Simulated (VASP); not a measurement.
Here is a VASP 6.6.1 calculation.

INCAR

```
PREC = Accurate
ENCUT = 520
EDIFF = 1E-7
ISMEAR = 0
SIGMA = 0.01
LREAL = False
LASPH = True
NELM = 100
ALGO = Normal
ISIF = 2
LWAVE = False
LCHARG = False
GGA = PS
NBANDS = 56
```

The input KPOINTS:

```
Automatic mesh
0
Gamma
  3 3 3
```

File POSCAR:

```
HfO2
1.0
    5.2278040000      0.0000000000      0.0000000000
    0.0000000000      5.0172570000      0.0000000000
    0.0000000000      0.0000000000      5.0414330000
Hf O
4 8
Direct
    0.9722992675      0.7639255872      0.7460450233
    0.0277007325      0.2360744128      0.2460451225
    0.4722992675      0.2360744128      0.7460450233
    0.5277007325      0.7639255872      0.2460451225
    0.7226521882      1.0318761825      1.0010199481
    0.2773478118     -0.0318761825      0.5010198489
    0.2226521882     -0.0318761825      1.0010199481
    0.7773478118      1.0318761825      0.5010198489
    0.8508128843      0.5548314547      0.0824350934
    0.1491871157      0.4451685453      0.5824349942
    0.3508128843      0.4451685453      0.0824350934
    0.6491871157      0.5548314547      0.5824349942
```

Potentials or basis: VASP PAW PBE potentials, release 64 (Hf_pv, O).

Run with:

```sh
$ cat potpaw_PBE.64/Hf_pv/POTCAR potpaw_PBE.64/O/POTCAR > POTCAR
$ mpirun -np 1 vasp_std > vasp.out
```

Predict the pressure.

-1.2 GPa.

Estimate the largest force.

0.162 eV/Å.

What does it give for the band gap on the k mesh?

4.35 eV (least direct gap 4.70 eV).

Stress tensor (GPa, compression positive):
```
-1.98  0.00  0.00
 0.00 -0.77  0.00
 0.00  0.00 -0.84
```

Caveat: the PAW data sets were made with another functional, which shifts forces and pressure a little; spin-orbit coupling is left out, which moves the levels of the heavy elements; an odd mesh through Γ misses points on the zone boundary, where band edges can lie.
